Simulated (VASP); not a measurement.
Input of a VASP 6.6.1 run:

File POSCAR:

```
Ti3C2
1.0
   -3.0640472894      0.0000000000      0.0000000000
   -1.5320236447     -2.6535427910      0.0000000000
    0.0000000000      0.0000000000     18.1185180878
Ti C
6 4
Direct
    0.3333333333      0.3333333333      0.4958112176
    0.6666666667      0.6666666667      0.0785994452
    0.6666666667      0.6666666667      0.7558240995
    0.3333333333      0.3333333333      0.3386123271
    0.0000000000      0.0000000000      0.6258176585
    0.0000000000      0.0000000000      0.2086058862
    0.6666666667      0.6666666667      0.5541929343
    0.3333333333      0.3333333333      0.1369811620
    0.6666666667      0.6666666667      0.2802306104
    0.3333333333      0.3333333333      0.6974423827
```

The input INCAR.step1:

```
SYSTEM = Ti3C2
PREC = Accurate ; ENCUT = 520
ISMEAR = 0 ; SIGMA = 0.15
LREAL = .False. ; LASPH = .True.
NELM = 80 ; NBANDS = 55
GGA = PE ; ALGO = Normal
EDIFF = 1E-4 ; LWAVE = .True.
LCHARG = .False.
```

INCAR.step2

```
SYSTEM = Ti3C2
PREC = Accurate ; ENCUT = 520
EDIFF = 1E-6 ; ISMEAR = 0
SIGMA = 0.15 ; LREAL = .False.
LASPH = .True. ; NELM = 80
ALGO = Normal ; ISIF = 2
LWAVE = .False. ; LCHARG = .False.
METAGGA = R2SCAN ; LMIXTAU = .True.
NBANDS = 55 ; ISTART = 1
```

File KPOINTS:

```
regular mesh
0
Gamma
  14 14 3
  0 0 0
```

Potentials or basis: VASP PAW PBE potentials, release 64 (Ti_sv, C).

Run with:

```console
$ cat potpaw_PBE.64/Ti_sv/POTCAR potpaw_PBE.64/C/POTCAR > POTCAR
$ cp INCAR.step1 INCAR
$ mpirun -np 1 vasp_std > vasp.out
$ cp INCAR.step2 INCAR
$ mpirun -np 1 vasp_std > vasp.out
```

**Question.** Estimate the pressure.

**Answer.** 0.8 GPa.

**Question.** What does it give for the band gap on the k mesh?

**Answer.** Zero (bands 44 and 45 overlap by 0.70 eV).

**Question.** What does it give for the largest force?

**Answer.** 0.373 eV/Å.

Forces in eV/Å, atoms in the order of the input:
```
Ti   0.000  0.000 -0.062
Ti   0.000  0.000  0.134
Ti   0.000  0.000 -0.134
Ti   0.000  0.000  0.062
Ti   0.000  0.000 -0.049
Ti   0.000  0.000  0.049
C    0.000  0.000 -0.015
C    0.000  0.000 -0.373
C    0.000  0.000  0.015
C    0.000  0.000  0.373
```

Caveat: the cell differs from its parent crystal (the distance across one plane changed); the PAW data sets were made with another functional, which shifts forces and pressure a little.
